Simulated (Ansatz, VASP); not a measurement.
**LaNbO3 in VASP and in Ansatz**

Contents of INCAR:

```
PREC = Accurate
ENCUT = 520
EDIFF = 1E-7
ISMEAR = 0
SIGMA = 0.1
LREAL = F
LASPH = T
NELM = 60
ALGO = Normal
ISIF = 2
LWAVE = F
LCHARG = F
GGA = PE
NBANDS = 53
```

The input KPOINTS:

```
Automatic mesh
0
Gamma
  4 4 4
```

POSCAR

```
LaNbO3
1.0
    4.3980265900     -4.1590884500      0.0000000000
    4.3980265900      4.1590884500      0.0000000000
    0.0000000000      0.0000000000      4.2015734300
La Nb O
2 2 6
Direct
    0.7003627300      0.2996372700      0.2500000000
    0.2996372700      0.7003627300      0.7500000000
    0.0000000000      0.0000000000      0.0000000000
    0.0000000000      0.0000000000      0.5000000000
    0.2716578900      0.2716578900      0.0000000000
    0.7283421100      0.7283421100      0.5000000000
    0.7283421100      0.7283421100      0.0000000000
    0.2716578900      0.2716578900      0.5000000000
    0.5000000000      0.5000000000      0.0000000000
    0.5000000000      0.5000000000      0.5000000000
```

Input for Ansatz:

```yaml
crystal:
  lattice:
    - [4.39802659, -4.15908845, 0.0]
    - [4.39802659, 4.15908845, 0.0]
    - [0.0, 0.0, 4.20157343]
  atoms:
    - { symbol: La, position: [0.70036273, 0.29963727, 0.25] }
    - { symbol: La, position: [0.29963727, 0.70036273, 0.75] }
    - { symbol: Nb, position: [0.0, 0.0, 0.0] }
    - { symbol: Nb, position: [0.0, 0.0, 0.5] }
    - { symbol: O, position: [0.27165789, 0.27165789, 0.0] }
    - { symbol: O, position: [0.72834211, 0.72834211, 0.5] }
    - { symbol: O, position: [0.72834211, 0.72834211, 0.0] }
    - { symbol: O, position: [0.27165789, 0.27165789, 0.5] }
    - { symbol: O, position: [0.5, 0.5, 0.0] }
    - { symbol: O, position: [0.5, 0.5, 0.5] }
basis:
  ecutwfc: 420
kpoints:
  mp_grid: { grid: [4, 4, 4] }
hamiltonian:
  xc: pbe
scf:
  occupations: { method: gaussian, width: 0.1 }
  lower_state_search: "off"
output:
  forces: true
  stress: true
  eigenvalues: true
```

Alike in both runs: task single point; functional PBE; k mesh 4 × 4 × 4; occupations gaussian, width 0.1 eV; no spin polarisation.

|  | VASP | Ansatz |
| --- | --- | --- |
| version | VASP 6.6.1 | Ansatz 0.2.0 |
| potentials or method | VASP PAW PBE potentials, release 64 (La, Nb_sv, O), cutoff 520 eV | scalar-relativistic, plane waves, PAW |
| valence electrons in the cell | 84 | 84 |

```csv
,VASP,Ansatz,Ansatz less VASP
gap on the k mesh at the Fermi level (eV),none,none,-
rms of the force components (eV/Å),1.201,1.207,+0.0059
```

Atom by atom the forces differ by 0.012 eV/Å (rms over components). A gap of «none» marks a metal or a gap that the smearing closes. The functional is the same, so the differences come from potentials, cutoffs and numerics.

The k mesh is coarse, so the values compare programs but aren't converged. Neither program's run includes spin-orbit coupling.
